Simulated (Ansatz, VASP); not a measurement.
## Two plane-wave programs on Mg3ZrN2

```
Mg Zr N
1.0
     5.69797    0.00000    0.00000
    -2.84898    4.93459    0.00000
     0.00000    0.00000    2.98955
Mg Zr N
3 1 2
Direct
  0.00000 0.50000 0.00000
  0.50000 0.50000 0.00000
  0.50000 0.00000 0.00000
  0.00000 0.00000 0.50000
  0.66667 0.33333 0.50000
  0.33333 0.66667 0.50000
```

Change from the starting cell: species swapped into the NdB2Ir3 type (P6/mmm, No. 191).

Alike in both runs: task single point; functional PBE; k mesh 6 × 6 × 6; occupations gaussian, width 0.1 eV; collinear spin.

|  | VASP | Ansatz |
| --- | --- | --- |
| version | VASP 6.6.1 | Ansatz 0.2.0 |
| potentials or method | VASP PAW PBE potentials, release 64 (Mg, Zr_sv, N), cutoff 520 eV | scalar-relativistic, plane waves, PAW |
| valence electrons in the cell | 28 | 52 |

|  | VASP | Ansatz | Ansatz less VASP |
| --- | --- | --- | --- |
| gap on the k mesh at the Fermi level (eV) | none | none | - |
| pressure (GPa) | -2.2 | -1.9 | +0.27 |
| traceless stress, the component that is largest in VASP (GPa) | 5.76 | 5.73 | -0.036 |
| net moment per atom (μB) | 0.08 | 0.08 | +0.001 |
| size of the moment on the site where the two differ most (μB) | 0.16 | 0.17 | +0.007 |

Site moments also hang on the region over which each program counts them. A gap of «none» marks a metal or a gap that the smearing closes. VASP's potentials hold 28 valence electrons a cell and Ansatz's 52, so a difference there can come from the potentials and not from the codes.
